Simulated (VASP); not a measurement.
Set up this calculation in VASP 6.6.1, as the native input.

```
Task                   : single point
Functional             : PBE
Potentials or basis    : VASP PAW PBE potentials, release 64 (Te, Mo_sv)
Cutoff                 : 520 eV
k mesh                 : 6 × 6 × 2
Occupations            : gaussian, width 0.01 eV
Spin                   : no spin polarisation
Dipole correction      : no
Further INCAR settings : ALGO = Normal; EDIFF = 1e-07; NBANDS = 35
```

The structure of Te2Mo lies in POSCAR:

```
Te2Mo
1.0
    3.5421276173      0.0000000000      0.0000000000
   -1.7710638086      3.0675725001      0.0000000000
    0.0000000000      0.0000000000     14.1766429953
Te Mo
4 2
Direct
    0.3333333333      0.6666666667      0.6234149345
    0.6666666667      0.3333333333      0.1234149345
    0.3333333333      0.6666666667      0.8765850655
    0.6666666667      0.3333333333      0.3765850655
    0.3333333333      0.6666666667      0.2500000000
    0.6666666667      0.3333333333      0.7500000000
```

The input as run:

INCAR

```
  ALGO = Normal
  EDIFF = 1E-7
  ENCUT = 520
  GGA = PE
  ISIF = 2
  ISMEAR = 0
  LASPH = True
  LCHARG = False
  LREAL = False
  LWAVE = False
  NBANDS = 35
  NELM = 80
  PREC = Accurate
  SIGMA = 0.01
```

KPOINTS

```
k-points
0
Gamma
  6 6 2
```

Potentials or basis: VASP PAW PBE potentials, release 64 (Te, Mo_sv).

Command:

```bash
$ cat potpaw_PBE.64/Te/POTCAR potpaw_PBE.64/Mo_sv/POTCAR > POTCAR
$ mpirun -np 1 vasp_std > vasp.out
```

Results of the run:

```yaml
Pressure: 1.9 GPa
Largest_force: 0.218 eV/Å
Band_gap_on_the_k_mesh: 0.88 eV (least direct gap 1.00 eV)
```

Caveat: spin-orbit coupling is left out, which moves the levels of the heavy elements; this functional lacks dispersion, which binds layers or chains, so the pressure and a relaxed spacing across them are unreliable.

Wall time 3 min on 1 thread of AMD EPYC 7R13, on a shared host, peak memory 0.27 GiB.
